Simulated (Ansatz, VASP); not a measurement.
## HfN: VASP beside Ansatz

```
CELL_PARAMETERS angstrom
0.00000 2.37195 2.14605
2.37195 0.00000 2.14605
2.37195 2.37195 0.00000
ATOMIC_POSITIONS crystal
Hf 0.00000 0.00000 0.00000
N 0.50000 0.50000 0.50000
```

Change from the starting cell: strain +0.050 along x and y, -0.050 along z, atoms carried along.

Alike in both runs: task single point; functional PBEsol; k mesh 18 × 18 × 18; occupations gaussian, width 0.15 eV; no spin polarisation.

```csv
,VASP,Ansatz
version,VASP 6.6.1,Ansatz 0.2.0
potentials or method,"VASP PAW PBE potentials, release 64 (Hf_pv, N), cutoff 520 eV","scalar-relativistic, plane waves, PAW"
valence electrons in the cell,15,31
```

|  | VASP | Ansatz | Ansatz less VASP |
| --- | --- | --- | --- |
| gap on the k mesh at the Fermi level (eV) | none | none | - |
| pressure (GPa) | -10.3 | -8.4 | +1.93 |
| traceless stress, the component that is largest in VASP (GPa) | 31.61 | 31.77 | +0.166 |

VASP's potentials were made for PBE, not for PBEsol. A gap of «none» marks a metal or a gap that the smearing closes. VASP's potentials hold 15 valence electrons a cell and Ansatz's 31, so a difference there can come from the potentials and not from the codes.

Neither program's run includes spin-orbit coupling.
